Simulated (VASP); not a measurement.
**OsRhC4N4: relaxation of cell and atoms with PBE**

The system is OsRhC4N4.

```xyz
10
Lattice="5.7898 0.0000 0.0000 0.0000 5.7898 0.0000 0.0000 0.0000 5.7898" Properties=species:S:1:pos:R:3 pbc="T T T"
Os    2.8949    2.8949    2.8949
Rh    0.0000    0.0000    0.0000
C     1.1108    1.1108    1.1108
C     1.1108    4.6791    4.6791
C     4.6791    1.1108    4.6791
C     4.6791    4.6791    1.1108
N     1.8076    1.8076    1.8076
N     1.8076    3.9823    3.9823
N     3.9823    1.8076    3.9823
N     3.9823    3.9823    1.8076
```

```json
{
 "Program": "VASP 6.6.1",
 "Task": "relaxation of cell and atoms",
 "Functional": "PBE",
 "Potentials or basis": "VASP PAW PBE potentials, release 64 (Os, Rh_pv, C, N)",
 "Cutoff": "600 eV",
 "k mesh": "8 × 8 × 8",
 "Occupations": "gaussian, width 0.1 eV",
 "Spin": "no spin polarisation",
 "Dipole correction": "no",
 "Further INCAR settings": "ALGO = Normal; EDIFF = 1e-07; IBRION = 2; EDIFFG = -0.01; NSW = 100; ISIF = 3"
}
```

* Relaxed volume: 19.41 Å³/atom
* Relaxed cell: a = 5.790 Å, b = 5.790 Å, c = 5.790 Å, α = 90.00°, β = 90.00°, γ = 90.00°
* Space group after relaxing (to 0.1 Å): P-43m (No. 215)
* Energy gained by relaxing: 0.3 meV/atom
* Ionic steps: 7
* Pressure after relaxing: 0.0 GPa
* Band gap on the k mesh: zero (an odd number of electrons rules out a gap without spin polarisation)

The path:
```csv
step,energy change (eV),largest force (eV/Å),pressure (GPa),volume (Å³)
1,0.0000,0.1404,0.11,194.09
2,-0.0029,0.0405,-0.22,194.47
3,-0.0031,0.0230,-0.16,194.40
4,-0.0025,0.1859,0.25,193.90
5,-0.0032,0.0382,-0.06,194.27
6,-0.0032,0.0298,0.05,193.89
7,-0.0033,0.0003,0.00,194.06
```

Final structure:
```xyz
10
Lattice="5.7895 0.0000 0.0000 0.0000 5.7895 0.0000 0.0000 0.0000 5.7895" Properties=species:S:1:pos:R:3 pbc="T T T"
Os    2.8948    2.8948    2.8948
Rh    0.0000    0.0000    0.0000
C     1.1072    1.1072    1.1072
C     1.1072    4.6823    4.6823
C     4.6823    1.1072    4.6823
C     4.6823    4.6823    1.1072
N     1.8041    1.8041    1.8041
N     1.8041    3.9854    3.9854
N     3.9854    1.8041    3.9854
N     3.9854    3.9854    1.8041
```

Levels at points of the mesh, in eV from the Fermi level:
```tsv
k point	band 26	band 27	band 28	band 29	band 30	band 31	band 32	band 33
(0.00, 0.00, 0.00)	-0.88	-0.88	-0.88	-0.62	-0.62	0.66	0.66	0.66
(0.50, 0.00, 0.00)	-2.17	-1.30	-0.98	-0.98	0.39	0.71	1.00	1.00
(0.50, 0.50, 0.00)	-1.98	-1.24	-0.81	-0.81	0.40	0.68	0.83	0.83
(0.50, 0.50, 0.50)	-0.62	-0.62	-0.62	-0.48	-0.48	0.61	0.61	0.61
```

Run time: 46 min on 1 thread of Intel Xeon 8259CL, on a shared host, peak memory 0.56 GiB.

Caveat: spin-orbit coupling is left out, which moves the levels of the heavy elements.
